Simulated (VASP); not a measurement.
A run of VASP 6.6.1 is set up as follows.

Contents of INCAR:

```
ALGO = Normal ; EDIFF = 1E-6
EDIFFG = -0.005 ; ENCUT = 600
IBRION = 2 ; ISIF = 3
ISMEAR = 0 ; LASPH = True
LCHARG = False ; LREAL = False
LWAVE = False ; NELM = 100
NSW = 100 ; PREC = Accurate
SIGMA = 0.02
```

Contents of KPOINTS:

```
k-points
0
Gamma
  12 12 12
```

File POSCAR:

```
GaAs
1.0
    0.0000000000      2.8016907960      2.8016907960
    2.8016907960      0.0000000000      2.8016907960
    2.8016907960      2.8016907960      0.0000000000
Ga As
1 1
Direct
    0.0000000000      0.0000000000      0.0000000000
    0.7500000000      0.7500000000      0.7500000000
```

Potentials or basis: VASP PAW LDA potentials, release 64 (Ga_d, As).

Launch:

```sh
$ cat potpaw_LDA.64/Ga_d/POTCAR potpaw_LDA.64/As/POTCAR > POTCAR
$ mpirun -np 1 vasp_std > vasp.out
```

**Question.** What does it give for the space group after relaxing (to 0.1 Å)?

**Answer.** F-43m (No. 216).

**Question.** What does it give for the band gap on the k mesh?

**Answer.** 0.50 eV.

Final structure:
```xyz
2
Lattice="0.0000 2.8054 2.8054 2.8054 0.0000 2.8054 2.8054 2.8054 0.0000" Properties=species:S:1:pos:R:3 pbc="T T T"
Ga    0.0000    0.0000    0.0000
As    4.2081    4.2081    4.2081
```

A k mesh can miss the band edges.
